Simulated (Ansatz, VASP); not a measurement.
**TaN in VASP and in Ansatz**

File INCAR:

```
ALGO = Normal
EDIFF = 1E-6
ENCUT = 700
GGA = PS
GGA_COMPAT = False
ISIF = 2
ISMEAR = 0
ISPIN = 2
LASPH = True
LCHARG = False
LDAU = True
LDAUJ = 0 0
LDAUL = 2 -1
LDAUPRINT = 1
LDAUTYPE = 2
LDAUU = 6 0
LMAXMIX = 4
LORBIT = 11
LREAL = False
LWAVE = False
MAGMOM = 0.03 0.03 -0.01 -0.01
NBANDS = 30
NELM = 200
PREC = Accurate
SIGMA = 0.05
```

File KPOINTS:

```
k-points
0
Gamma
  7 7 4
```

Contents of POSCAR:

```
TaN
1.0
    3.0500020400      0.0000000000      0.0000000000
   -1.5250010200      2.6413792500      0.0000000000
    0.0000000000      0.0000000000      4.9400015300
Ta N
2 2
Direct
    0.3333333333      0.6666666667      0.0000000000
    0.6666666667      0.3333333333      0.5000000000
    0.3333333333      0.6666666667      0.3850000000
    0.6666666667      0.3333333333      0.8850000000
```

Input for Ansatz:

```yaml
crystal:
  lattice:
    - [3.05000204, 0.0, 0.0]
    - [-1.52500102, 2.64137925, 0.0]
    - [0.0, 0.0, 4.94000153]
  atoms:
    - { symbol: Ta, position: [0.3333333333, 0.6666666667, 0.0], spin: 2.0 }
    - { symbol: Ta, position: [0.6666666667, 0.3333333333, 0.5], spin: 2.0 }
    - { symbol: "N", position: [0.3333333333, 0.6666666667, 0.385] }
    - { symbol: "N", position: [0.6666666667, 0.3333333333, 0.885] }
basis:
  ecutwfc: 420
  ecutrho_ratio: 4
kpoints:
  mp_grid: { grid: [7, 7, 4] }
hamiltonian:
  xc: pbesol
  hubbard:
    sites:
      - { site: 0, l: d, u_eff: 6.0, starting_ns: [{ spin: up, occupation_matrix: s0up }, { spin: down, occupation_matrix: s0down }] }
      - { site: 1, l: d, u_eff: 6.0, starting_ns: [{ spin: up, occupation_matrix: s1up }, { spin: down, occupation_matrix: s1down }] }
    occupation_matrices:
      s0up:
        matrix:
          - [0.02, 0.0, 0.0, 0.0, 0.0]
          - [0.0, 0.28994, 0.0, 0.0, -0.42846]
          - [0.0, 0.0, 0.28994, -0.42846, 0.0]
          - [0.0, 0.0, -0.42846, 0.70006, 0.0]
          - [0.0, -0.42846, 0.0, 0.0, 0.70006]
      s0down:
        matrix:
          - [0.02, 0.0, 0.0, 0.0, 0.0]
          - [0.0, 0.02, 0.0, 0.0, 0.0]
          - [0.0, 0.0, 0.02, 0.0, 0.0]
          - [0.0, 0.0, 0.0, 0.02, 0.0]
          - [0.0, 0.0, 0.0, 0.0, 0.02]
      s1up:
        matrix:
          - [0.02, 0.0, 0.0, 0.0, 0.0]
          - [0.0, 0.28994, 0.0, 0.0, 0.42846]
          - [0.0, 0.0, 0.28994, 0.42846, 0.0]
          - [0.0, 0.0, 0.42846, 0.70006, 0.0]
          - [0.0, 0.42846, 0.0, 0.0, 0.70006]
      s1down:
        matrix:
          - [0.02, 0.0, 0.0, 0.0, 0.0]
          - [0.0, 0.02, 0.0, 0.0, 0.0]
          - [0.0, 0.0, 0.02, 0.0, 0.0]
          - [0.0, 0.0, 0.0, 0.02, 0.0]
          - [0.0, 0.0, 0.0, 0.0, 0.02]
    ns_hold: { iters: 10 }
scf:
  occupations: { method: gaussian, width: 0.05 }
  lower_state_search: "off"
  max_iter: 150
output:
  forces: true
  stress: true
  eigenvalues: true
  populations: true
  hubbard: { sites: [{ site: 0, l: d }, { site: 1, l: d }] }
  write_density: true
  write_potential: true
  elf: true
  volumetric_format: npy
magnetization:
  spin_polarized: true
```

Alike in both runs: task single point; functional PBEsol; k mesh 7 × 7 × 4; occupations gaussian, width 0.05 eV; collinear spin; Hubbard terms Ta d U = 6.0 eV.

```csv
,VASP,Ansatz
version,VASP 6.6.1,Ansatz 0.2.0
potentials or method,"VASP PAW PBE potentials, release 64 (Ta_sv_GW, N), cutoff 700 eV","scalar-relativistic, plane waves, PAW"
valence electrons in the cell,36,36
```

VASP gave:

```
gap on the k mesh at the Fermi level (eV) : none
rms of the force components (eV/Å)        : 1.379
net moment per atom (μB)                  : 0.02
```

**Question.** Which values does Ansatz return?

**Answer.** gap on the k mesh at the Fermi level (eV): none; rms of the force components (eV/Å): 1.297; net moment per atom (μB): 0.04.

VASP's potentials were made for PBE, not for PBEsol. The programs project onto different local orbitals, so the same U acts differently, and such runs can settle in different states. Atom by atom the forces differ by 0.082 eV/Å (rms over components). A gap of «none» marks a metal or a gap that the smearing closes. Ansatz's warnings: filled band counts differ across k points, seeded moment not kept, specified occupation not kept.

Neither program's run includes spin-orbit coupling.
